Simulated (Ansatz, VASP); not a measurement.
**One calculation of Tl, two programs**

```xyz
2
Lattice="0.0000 3.4017 3.4017 3.4017 0.0000 3.4017 3.4017 3.4017 0.0000" Properties=species:S:1:pos:R:3 pbc="T T T"
Tl   -0.4932   -1.2076   -1.2076
Tl    0.4932    1.2076    1.2076
```

Change from the starting cell: shortest bond scaled by 0.58, LAPW.

Alike in both runs: task single point; functional PBEsol; k mesh 8 × 8 × 8; occupations fermi-dirac, width 0.05 eV; no spin polarisation.

```csv
,VASP,Ansatz
version,VASP 6.6.1,Ansatz 0.2.0
potentials or method,"VASP PAW PBE potentials, release 64 (Tl_d), cutoff 520 eV","all-electron LAPW, scalar-relativistic"
```

Ansatz gave:

* pressure (GPa): 98.0
* traceless stress, the component that is largest in VASP (GPa): -102.01
* rms of the force components (eV/Å): 51.180

Task: Which values does VASP return?

Result: Pressure (GPa): 82.1; traceless stress, the component that is largest in VASP (GPa): -86.01; rms of the force components (eV/Å): 43.189.

VASP's potentials were made for PBE, not for PBEsol. Atom by atom the forces differ by 7.992 eV/Å (rms over components). The pressures are high and differ by over a tenth, so treat them with care. Ansatz ran all-electron here, and VASP with PAW potentials.

Neither program's run includes spin-orbit coupling. Noted on VASP's run: the cell as given lies far from equilibrium.
